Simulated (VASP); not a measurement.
Set up this calculation in VASP 6.6.1, as the native input.

| Item | Value |
| --- | --- |
| Task | single point |
| Functional | PBE |
| Dispersion | D3(BJ) |
| Potentials or basis | VASP PAW PBE potentials, release 64 (Mg, Si) |
| Cutoff | 520 eV |
| k mesh | 2 × 2 × 1 |
| Occupations | gaussian, width 0.05 eV |
| Spin | no spin polarisation |
| Dipole correction | yes |
| Further INCAR settings | ALGO = Normal; EDIFF = 1e-06; NBANDS = 50; NELMDL = -8 |

The structure of Mg2Si lies in POSCAR:

```
Mg2Si
1.0
    8.8723031321      0.0000000000      0.0000000000
   -4.4361515661      7.6836399025      0.0000000000
    0.0000000000      0.0000000000     27.1331538793
Mg Si
16 8
Direct
    0.5000000000      0.5000000000      0.2948422448
    0.5000000000      0.0000000000      0.2948422448
    0.0000000000      0.5000000000      0.2948422448
    0.0000000000      0.0000000000      0.2948422448
    0.6666666667      0.3333333333      0.3615890485
    0.6666666667      0.8333333333      0.3615890485
    0.1666666667      0.3333333333      0.3615890485
    0.1666666667      0.8333333333      0.3615890485
    0.8333708734      0.6662652295      0.4284973891
    0.8333804232      0.1672359471      0.4284853026
    0.3339673952      0.6669716584      0.4304852476
    0.3336722374      0.1666635380      0.4284791720
   -0.0119643764      0.4938854485      0.4992184021
    0.0006136074      0.0002605318      0.4922656358
    0.5060746958      0.4942225480      0.4993255046
    0.5059619848      0.0119774834      0.4992972849
    0.3333333333      0.1666666667      0.3282156467
    0.3333333333      0.6666666667      0.3282156467
    0.8333333333      0.1666666667      0.3282156467
    0.8333333333      0.6666666667      0.3282156467
    0.6666011677      0.3333375458      0.4574648966
    0.6654461229      0.8328000840      0.4651253098
    0.1678861645      0.3353048376      0.4650889248
    0.1677598827      0.8323253788      0.4651272440
```

These files were run (other wordings do the same):

INCAR

```
SYSTEM = Mg2Si
PREC = Accurate
ENCUT = 520
EDIFF = 1E-6
ISMEAR = 0
SIGMA = 0.05
LREAL = .FALSE.
LASPH = .TRUE.
NELM = 120
ALGO = Normal
ISIF = 2
LWAVE = .FALSE.
LCHARG = .TRUE.
LDIPOL = .TRUE.
IDIPOL = 3
DIPOL = 0.5 0.5 0.396
GGA = PE
IVDW = 12
LELF = .TRUE.
LVHAR = .TRUE.
LVACPOTAV = .TRUE.
NBANDS = 50
GGA_COMPAT = .FALSE.
NELMDL = -8
```

KPOINTS

```
regular mesh
0
G
  2 2 1
  0 0 0
```

Potentials or basis: VASP PAW PBE potentials, release 64 (Mg, Si).

The run is started by

```console
$ cat potpaw_PBE.64/Mg/POTCAR potpaw_PBE.64/Si/POTCAR > POTCAR
$ mpirun -np 1 vasp_std > vasp.out
```

It gave:

```
Largest force              : 1.040 eV/Å
Band gap on the k mesh     : 0.59 eV
Dispersion energy per atom : -0.213 eV
```

Caveat: semilocal functionals underestimate gaps, and a narrow one can read as zero.

It took 32 min on 1 thread of Oxide Virtual Turin-like Processor, on a shared host, peak memory 1.7 GiB.
